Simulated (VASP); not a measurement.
LiCl, 2 atoms in the cell. The structure is cubic, space group Fm-3m (No. 225). Conventional cell: a = 5.147 Å, b = 5.147 Å, c = 5.147 Å, α = 90.00°, β = 90.00°, γ = 90.00°. Within 3.4 Å of Li (site symmetry m-3m) lie 6 Cl at 2.57 Å. Within 3.4 Å of Cl (site symmetry m-3m) lie 6 Li at 2.57 Å. The cell was generated, and may not be a known phase.

- Program: VASP 6.6.1
- Task: relaxation of cell and atoms
- Functional: PBE
- Potentials or basis: VASP PAW PBE potentials, release 64 (Li_sv, Cl)
- Cutoff: 600 eV
- k mesh: 8 × 8 × 8
- Occupations: gaussian, width 0.02 eV
- Spin: no spin polarisation
- Dipole correction: no
- Further INCAR settings: ALGO = Normal; EDIFF = 1e-06; IBRION = 2; EDIFFG = -0.01; NSW = 100; ISIF = 3

Potentials or basis: VASP PAW PBE potentials, release 64 (Li_sv, Cl).

Launch:

```bash
$ cat potpaw_PBE.64/Li_sv/POTCAR potpaw_PBE.64/Cl/POTCAR > POTCAR
$ mpirun -np 1 vasp_std > vasp.out
```

Hardware: 1 thread of AMD EPYC 9R45 96-Core Processor (Zen 5), on a shared host.

Q: How long does it take, and how much memory?

A: It took 5.5 s on 1 thread of AMD EPYC 9R45 96-Core Processor (Zen 5), with other jobs on the host, peak memory 0.13 GiB. Counts: scf iterations 12, k points 29, ion steps 1.
